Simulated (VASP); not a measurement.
# Nb (Im-3m) in VASP: notebook, part 2 of 2

VASP 6.6.1. The steps go on from the part before.

## (3) Single point, PBE (18.18 Å³/atom)

This run uses another cell than the first one, of 18.18 Å³/atom.

Input file INCAR:

```
SYSTEM = Nb
  PREC = Accurate
  ENCUT = 520
  EDIFF = 1E-6
  ISMEAR = 0
  SIGMA = 0.05
  LREAL = .FALSE.
  LASPH = .TRUE.
  NELM = 80
  ALGO = Normal
  ISIF = 2
  LWAVE = .FALSE.
  LCHARG = .FALSE.
  GGA = PE
  NBANDS = 12
```

Input file KPOINTS:

```
regular mesh
0
G
  14 14 14
  0 0 0
```

Input file POSCAR:

```
Nb
1.0
   -1.6563968489      1.6563968489      1.6563968489
    1.6563968489     -1.6563968489      1.6563968489
    1.6563968489      1.6563968489     -1.6563968489
Nb
1
Direct
    0.0000000000      0.0000000000      0.0000000000
```

Potentials or basis: VASP PAW PBE potentials, release 64 (Nb_sv).

Started as:

```
cat potpaw_PBE.64/Nb_sv/POTCAR > POTCAR
mpirun -np 1 vasp_std > vasp.out
```

OUTCAR:

```text
SYSTEM = Nb
   PREC = Accurate
   ENCUT = 520
   EDIFF = 1E-6
   ISMEAR = 0
   LREAL = .FALSE.
   LASPH = .TRUE.
   NELM = 80
   ISIF = 2
   GGA = PE

 ion  position               nearest neighbor table
   1  0.000  0.000  0.000-

  LATTYP: Found a body centered cubic cell.
 ALAT       =     3.3127936978

  Lattice vectors:

 A1 = (  -1.6563968489,   1.6563968489,   1.6563968489)
 A2 = (   1.6563968489,  -1.6563968489,   1.6563968489)
 A3 = (   1.6563968489,   1.6563968489,  -1.6563968489)

Analysis of symmetry for initial positions (statically):
=====================================================================
 Subroutine PRICEL returns:
 Original cell was already a primitive cell.

 Routine SETGRP: Setting up the symmetry group for a
 body centered cubic supercell.

 Subroutine GETGRP returns: Found 48 space group operations
 (whereof 48 operations were pure point group operations)
 out of a pool of 48 trial point group operations.

The static configuration has the point symmetry O_h .

Analysis of symmetry for dynamics (positions and initial velocities):
[... 160 lines left out ...]
 val. band max:       11.0602673510   @ k =  -0.2143   0.2143   0.1429
 cond. band min:      11.0850579688   @ k =  -0.2857   0.4286   0.1429
 fundamental gap:      0.0247906178
 Fermi energy:        11.0612673610

 k-point     1 :       0.0000    0.0000    0.0000
  band No.  band energies     occupation
      1     -43.3351      2.00000
      2     -18.6513      2.00000
      3     -18.6513      2.00000
      4     -18.6513      2.00000
      5       5.1219      2.00000
      6      11.4168      0.00000
      7      11.4168      0.00000
      8      11.4168      0.00000
      9      14.2961      0.00000
     10      14.2961      0.00000
     11      25.2455      0.00000
     12      25.2455      0.00000
[... 331 lines left out ...]
 k-point    24 :       0.3571    0.2857    0.0000
  band No.  band energies     occupation
      1     -43.0707      2.00000
      2     -19.6621      2.00000
      3     -19.4598      2.00000
      4     -18.8155      2.00000
      5       8.8380      2.00000
      6       9.9099      2.00000
      7      10.5387      2.00000
      8      14.5074      0.00000
      9      14.9834      0.00000
     10      21.0568      0.00000
     11      21.1933      0.00000
     12      22.8698      0.00000

 [... further k-points ...]
[... 5 lines left out ...]
  --------------------------------------------------------------------------------------
  -------------------------------------------------------------------------------------
  Total       -0.0558786     -0.0558786     -0.0558786     -0.0000000     -0.0000000     -0.0000000
  in kB       -4.9249645     -4.9249645     -4.9249645     -0.0000000     -0.0000000     -0.0000000
  external PRESSURE =      -4.9249645 kB  Pullay stress =       0.0000000 kB

 VOLUME and BASIS-vectors are now :
 -----------------------------------------------------------------------------
  energy-cutoff  :      520.00
  volume of cell :       18.18
      direct lattice vectors                 reciprocal lattice vectors
    -1.656396849  1.656396849  1.656396849     0.000000000  0.301860028  0.301860028
     1.656396849 -1.656396849  1.656396849     0.301860028  0.000000000  0.301860028
     1.656396849  1.656396849 -1.656396849     0.301860028  0.301860028  0.000000000

 POSITION                                       TOTAL-FORCE (eV/Angst)
 -----------------------------------------------------------------------------------
      0.00000      0.00000      0.00000         0.000000     -0.000000      0.000000
 -----------------------------------------------------------------------------------
    total drift:                                0.000000      0.000000      0.000000

  FREE ENERGIE OF THE ION-ELECTRON SYSTEM (eV)
  ---------------------------------------------------
  free  energy   TOTEN  =       -10.2126488501 eV

  energy  without entropy=      -10.2105056688  energy(sigma->0) =      -10.21157726
```

OSZICAR:

```text
N       E                     dE             d eps       ncg     rms          rms(c)
DAV:   1     0.114171600815E+03    0.11417E+03   -0.73791E+03  2520   0.109E+03
DAV:   2    -0.592299144199E+01   -0.12009E+03   -0.11573E+03  2720   0.386E+02
DAV:   3    -0.103833563457E+02   -0.44604E+01   -0.42302E+01  3652   0.642E+01
DAV:   4    -0.106387093265E+02   -0.25535E+00   -0.25135E+00  3408   0.139E+01
DAV:   5    -0.106476335759E+02   -0.89242E-02   -0.89213E-02  3696   0.226E+00    0.702E+00
DAV:   6    -0.102513620101E+02    0.39627E+00   -0.60038E-01  4000   0.989E+00    0.244E+00
DAV:   7    -0.102073336854E+02    0.44028E-01   -0.17865E-01  4124   0.535E+00    0.941E-01
DAV:   8    -0.102125850087E+02   -0.52513E-02   -0.12154E-02  2968   0.145E+00    0.386E-02
DAV:   9    -0.102126393919E+02   -0.54383E-04   -0.96073E-04  3940   0.289E-01    0.421E-02
DAV:  10    -0.102126563535E+02   -0.16962E-04   -0.28274E-05  2964   0.682E-02    0.162E-02
DAV:  11    -0.102126492301E+02    0.71234E-05   -0.61484E-06  3268   0.429E-02    0.309E-03
DAV:  12    -0.102126488501E+02    0.38001E-06   -0.22981E-07  1676   0.643E-03
   1 F= -.10212649E+02 E0= -.10211577E+02  d E =-.214318E-02
```

stdout:

```text
POSCAR found type information on POSCAR Nb
 POSCAR found :  1 types and       1 ions
 scaLAPACK will be used
 LDA part: xc-table for (Slater+PW92), standard interpolation
 POSCAR, INCAR and KPOINTS ok, starting setup
 FFT: planning ... GRIDC
 FFT: planning ... GRID_SOFT
 FFT: planning ... GRID
 WAVECAR not read
 entering main loop
```

Wall time 22 s (1 thread of Intel Xeon 8259CL, shared host); peak memory 0.15 GiB.

Results:

| Quantity | Value |
| --- | --- |
| Free energy | -10.2126 eV |
| Pressure | -0.5 GPa |
| Band gap on the k mesh | zero (an odd number of electrons rules out a gap without spin polarisation) |
